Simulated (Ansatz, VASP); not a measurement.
Two plane-wave programs on NaCl

```
Na Cl
1.0
     0.00000    3.05829    2.83175
     3.05829    0.00000    2.83175
     3.05829    3.05829    0.00000
Na Cl
1 1
Direct
  0.00000 0.00000 0.00000
  0.50000 0.50000 0.50000
```

Change from the starting cell: strain +0.080 along x and y, +0.000 along z, atoms carried along.

Alike in both runs: task single point; functional PBE; k mesh 8 × 8 × 8; occupations gaussian, width 0.05 eV; no spin polarisation.

|  | VASP | Ansatz |
| --- | --- | --- |
| version | VASP 6.6.1 | Ansatz 0.2.0 |
| potentials or method | VASP PAW PBE potentials, release 64 (Na_pv, Cl), cutoff 520 eV | scalar-relativistic, plane waves, PAW |
| valence electrons in the cell | 14 | 16 |

```tsv
	VASP	Ansatz	Ansatz less VASP
gap on the k mesh at the Fermi level (eV)	4.52	4.52	0.000
least direct gap on the mesh (eV)	4.52	4.52	0.000
pressure (GPa)	-2.2	-2.1	+0.03
traceless stress, the component that is largest in VASP (GPa)	0.85	0.85	-0.007
```

With one functional, cell and mesh, what is left measures potentials, basis and numerics. VASP's potentials hold 14 valence electrons a cell and Ansatz's 16, so a difference there can come from the potentials and not from the codes.
